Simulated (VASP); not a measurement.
# CdTe (F-43m) in VASP: a series of runs, part 2 of 2

VASP 6.6.1.

## Step 4: Dielectric tensor, r2SCAN (strain +2.0%)

The input, INCAR:

```
PREC = Accurate
ENCUT = 520
EDIFF = 1E-8
ISMEAR = 0
SIGMA = 0.01
LREAL = False
LASPH = True
NELM = 60
ALGO = Normal
ISIF = 2
LWAVE = False
LCHARG = False
METAGGA = R2SCAN
LMIXTAU = True
LCALCEPS = True
```

The input, KPOINTS:

```
regular mesh
0
Gamma
  6 6 6
```

The input, POSCAR:

```
CdTe
1.0
    0.0000000000      3.3455542185      3.3455542185
    3.3455542185      0.0000000000      3.3455542185
    3.3455542185      3.3455542185      0.0000000000
Cd Te
1 1
Direct
    0.0000000000      0.0000000000      0.0000000000
    0.2500000000      0.2500000000      0.2500000000
```

Potentials or basis: VASP PAW PBE potentials, release 64 (Cd, Te).

Command:

```
$ cat potpaw_PBE.64/Cd/POTCAR potpaw_PBE.64/Te/POTCAR > POTCAR
$ mpirun -np 1 vasp_std > vasp.out
```

OUTCAR:

```text
PREC = Accurate
   ENCUT = 520
   EDIFF = 1E-8
   ISMEAR = 0
   LREAL = False
   LASPH = True
   NELM = 60
   ISIF = 2
   METAGGA = R2SCAN

 ion  position               nearest neighbor table
   1  0.000  0.000  0.000-   2 2.90   2 2.90   2 2.90   2 2.90
   2  0.250  0.250  0.250-   1 2.90   1 2.90   1 2.90   1 2.90

  LATTYP: Found a face centered cubic cell.
 ALAT       =     6.6911084370

  Lattice vectors:

 A1 = (   0.0000000000,   3.3455542185,   3.3455542185)
 A2 = (   3.3455542185,   0.0000000000,   3.3455542185)
 A3 = (   3.3455542185,   3.3455542185,   0.0000000000)

Analysis of symmetry for initial positions (statically):
=====================================================================
 Subroutine PRICEL returns:
 Original cell was already a primitive cell.

 Routine SETGRP: Setting up the symmetry group for a
 face centered cubic supercell.

 Subroutine GETGRP returns: Found 24 space group operations
 (whereof 24 operations were pure point group operations)
 out of a pool of 48 trial point group operations.

The static configuration has the point symmetry T_d .

Analysis of symmetry for dynamics (positions and initial velocities):
=====================================================================
 Subroutine PRICEL returns:
 Original cell was already a primitive cell.

 Routine SETGRP: Setting up the symmetry group for a
 face centered cubic supercell.

 Subroutine GETGRP returns: Found 24 space group operations
 (whereof 24 operations were pure point group operations)
 out of a pool of 48 trial point group operations.

The dynamic configuration has the point symmetry T_d .

 Subroutine INISYM returns: Found 24 space group operations
 (whereof 24 operations are pure point group operations),
 and found     1 'primitive' translations

----------------------------------------------------------------------------------------

                                     Primitive cell

  volume of cell :      74.8918

  direct lattice vectors                    reciprocal lattice vectors
     0.000000000  3.345554218  3.345554218    -0.149452069  0.149452069  0.149452069
     3.345554218  0.000000000  3.345554218     0.149452069 -0.149452069  0.149452069
     3.345554218  3.345554218  0.000000000     0.149452069  0.149452069 -0.149452069

  length of vectors
     4.731328149  4.731328149  4.731328149     0.258858577  0.258858577  0.258858577

  position of ions in fractional coordinates (direct lattice)
     0.000000000  0.000000000  0.000000000
     0.250000000  0.250000000  0.250000000

  ion indices of the primitive-cell ions
   primitive index   ion index
                 1           1
                 2           2

----------------------------------------------------------------------------------------

 KPOINTS: regular mesh

Automatic generation of k-mesh.
 Grid dimensions read from file:
 generate k-points for:    6    6    6

 Generating k-lattice:

[... 72 lines left out ...]
     AMIX_MAG =   1.60;   BMIX_MAG =  1.00
  volume/ion in A,a.u.               =      37.45       252.70
  Fermi-wavevector in a.u.,A,eV,Ry     =   1.017859  1.923474 14.096137  1.036037
  Thomas-Fermi vector in A             =   2.151284
   LORBIT       =      0    0 simple, 1 ext, 2 COOP (PROOUT), +10 PAW based schemes
   METAGGA = R2SCAN    functional components
   LHFCALC =     F    Hartree Fock is set to
   AEXX    =    0.0000 exact exchange contribution
   IVDW    =     0    specifies the selected vdW correction
   LEPSILON=     F    determine dielectric tensor
   LRPA    =     F    only Hartree local field effects (RPA)
   LRPA       =     F
 non-spin polarized calculation
 Gauss-broadening in eV      SIGMA  =   0.01
  energy-cutoff  :      520.00
  volume of cell :       74.89
 maximum number of plane-waves:      2044
   NGX = 17   NGY = 17   NGZ = 17

 number of electron      17.9999998 magnetization

 Free energy of the ion-electron system (eV)
  ---------------------------------------------------
  ext. energy  EPLUGINS =         0.00000000
  ---------------------------------------------------
  free energy    TOTEN  =       -46.61390113 eV

  energy without entropy =      -46.61390113  energy(sigma->0) =      -46.61390113

 E-fermi :   1.3499     XC(G=0):  -8.6660

 val. band max:        1.2788171262   @ k =   0.0000   0.0000   0.0000
 cond. band min:   10000.0000000000   @ k =   0.0000   0.0000   0.0000
 fundamental gap:   9998.7211828738
 Fermi energy:         1.3498888615

 k-point     1 :       0.0000    0.0000    0.0000
  band No.  band energies     occupation
      1      -9.7258      2.00000
      2      -7.0093      2.00000
      3      -7.0086      2.00000
      4      -7.0079      2.00000
      5      -6.7942      2.00000
      6      -6.7942      2.00000
      7       1.2777      2.00000
      8       1.2784      2.00000
      9       1.2788      2.00000
     10   10000.0000      0.00000
     11   10000.0000      0.00000
     12   10000.0000      0.00000
     13   10000.0000      0.00000
[... 354 lines left out ...]
  band No.  band energies     occupation
      1      -9.4833      2.00000
      2      -6.9571      2.00000
      3      -6.9495      2.00000
      4      -6.8257      2.00000
      5      -6.7836      2.00000
      6      -6.7103      2.00000
      7      -1.5650      2.00000
      8       0.3297      2.00000
      9       0.4228      2.00000
     10   10000.0000      0.00000
     11   10000.0000      0.00000
     12   10000.0000      0.00000
     13   10000.0000      0.00000

 [... further k-points ...]

------------------------ aborting loop because EDIFF is reached ----------------------------------------

            Ionic dipole moment: p[ion]=(    10.03666    10.03666    10.03666 ) |e| Angst

 Total electronic dipole moment: p[elc]=(     0.02823     0.02823     0.05508 ) |e| Angst

 MACROSCOPIC STATIC DIELECTRIC TENSOR (including local field effects)
 ------------------------------------------------------
           7.492935    -0.000000     0.000000
           0.000000     7.492935     0.000000
           0.000000    -0.000000     7.492935
 ------------------------------------------------------

 PIEZOELECTRIC TENSOR (including local field effects) (e Angst)
          XX          YY          ZZ          XY          YZ          ZX
  --------------------------------------------------------------------------------
  x    -0.00000     0.00000     0.00000    -0.00000    -2.91028    -0.00000
  y    -0.00000     0.00000    -0.00000     0.00000     0.00000    -2.91028
  z    -0.00000    -0.00000    -0.00000    -2.91028     0.00000     0.00000

 PIEZOELECTRIC TENSOR (including local field effects) (C/m^2)
          XX          YY          ZZ          XY          YZ          ZX
  --------------------------------------------------------------------------------
  x    -0.00000     0.00000     0.00000    -0.00000    -0.62260    -0.00000
  y    -0.00000     0.00000    -0.00000     0.00000     0.00000    -0.62260
  z    -0.00000    -0.00000    -0.00000    -0.62260     0.00000     0.00000

 BORN EFFECTIVE CHARGES (including local field effects) (in |e|, cummulative output)
 ---------------------------------------------------------------------------------
 ion    1
    1     2.34836     0.00000     0.00000
    2    -0.00000     2.34836    -0.00000
    3    -0.00000    -0.00000     2.34836
 ion    2
    1    -2.34836     0.00000    -0.00000
    2     0.00000    -2.34836     0.00000
    3     0.00000     0.00000    -2.34836

  FORCE on cell =-STRESS in cart. coord.  units (eV):
  Direction    XX          YY          ZZ          XY          YZ          ZX
  --------------------------------------------------------------------------------------
  -------------------------------------------------------------------------------------
  Total       -0.9496023     -0.9496023     -0.9496023     -0.0000000     -0.0000000      0.0000000
  in kB      -20.3150617    -20.3150617    -20.3150617     -0.0000000     -0.0000000      0.0000000
  external PRESSURE =     -20.3150617 kB  Pullay stress =       0.0000000 kB

 VOLUME and BASIS-vectors are now :
 -----------------------------------------------------------------------------
  energy-cutoff  :      520.00
  volume of cell :       74.89
      direct lattice vectors                 reciprocal lattice vectors
     0.000000000  3.345554218  3.345554218    -0.149452069  0.149452069  0.149452069
     3.345554218  0.000000000  3.345554218     0.149452069 -0.149452069  0.149452069
     3.345554218  3.345554218  0.000000000     0.149452069  0.149452069 -0.149452069

 POSITION                                       TOTAL-FORCE (eV/Angst)
 -----------------------------------------------------------------------------------
      0.00000      0.00000      0.00000        -0.000000     -0.000000     -0.000000
      1.67278      1.67278      1.67278         0.000000      0.000000      0.000000
 -----------------------------------------------------------------------------------
    total drift:                               -0.000002     -0.000002     -0.000002

  FREE ENERGIE OF THE ION-ELECTRON SYSTEM (eV)
  ---------------------------------------------------
  free  energy   TOTEN  =       -46.6139011314 eV

  energy  without entropy=      -46.6139011314  energy(sigma->0) =      -46.61390113
```

OSZICAR:

```text
N       E                     dE             d eps       ncg     rms          rms(c)
DAV:   1     0.545702037156E+02    0.54570E+02   -0.83435E+03   416   0.121E+03
DAV:   2    -0.471985799859E+02   -0.10177E+03   -0.98501E+02   466   0.276E+02
[... 13 lines left out ...]
DMP:  20    -0.466139010455E+02   -0.34556E-07   -0.28510E-07   884   0.294E-07   0.806E-07
DMP:  21    -0.466139010724E+02   -0.26854E-07   -0.22058E-07   884   0.227E-07   0.624E-07
DMP:  22    -0.466139010932E+02   -0.20858E-07   -0.17086E-07   884   0.176E-07   0.484E-07
DMP:  23    -0.466139011091E+02   -0.15908E-07   -0.13243E-07   884   0.136E-07   0.375E-07
DMP:  24    -0.466139011218E+02   -0.12665E-07   -0.10268E-07   884   0.105E-07   0.291E-07
DMP:  25    -0.466139011314E+02   -0.96229E-08   -0.79628E-08   884   0.817E-08   0.226E-07
   1 F= -.46613901E+02 E0= -.46613901E+02  d E =-.544471E-26
```

Run time: 33 min. Hardware: 1 thread of Intel Xeon 6975P-C (Granite Rapids), shared host; peak memory 0.45 GiB.

Results:

```
Band gap on the k mesh                  : 0.96 eV
Electronic dielectric tensor (diagonal) : 7.49
Born charges (mean of the diagonal)     : Cd +2.35; Te -2.35 e
```

Electronic dielectric tensor:
```
7.49 0.00 0.00
0.00 7.49 0.00
0.00 0.00 7.49
```

Born effective charge tensors (e):
atom 1, Cd
```
2.35 0.00 0.00
0.00 2.35 0.00
0.00 0.00 2.35
```
atom 2, Te
```
-2.35  0.00  0.00
 0.00 -2.35  0.00
 0.00  0.00 -2.35
```

Dipole moments of the cell (e·Å, modulo the quantum): ionic 10.037, 10.037, 10.037; electronic 0.028, 0.028, 0.055

Caveat: the cell differs from its parent crystal (strain +2.0%); the PAW data sets were made with another functional, which shifts forces and pressure a little; spin-orbit coupling is left out, which moves the levels of the heavy elements.

## Step 5: Summary

```tsv
cell	gap on the mesh (eV)
a = 4.639 Å, angles 60.0°, 2 atoms	1.15
a = 4.685 Å, angles 60.0°, 2 atoms	1.06
a = 4.731 Å, angles 60.0°, 2 atoms	0.96
```

Alike in all rows: task dielectric tensor; level r2SCAN; potentials or basis VASP PAW PBE potentials, release 64 (Cd, Te); no spin polarisation; k mesh 6 × 6 × 6; cutoff (eV) 520; smearing gaussian 0.01 eV.

Caveats: the PAW data sets were made with another functional, which shifts forces and pressure a little; spin-orbit coupling is left out, which moves the levels of the heavy elements.

Absolute energies hang on the potentials; compare differences alone.

The gap in the log of VASP goes by the Fermi energy; the results here count the filled bands.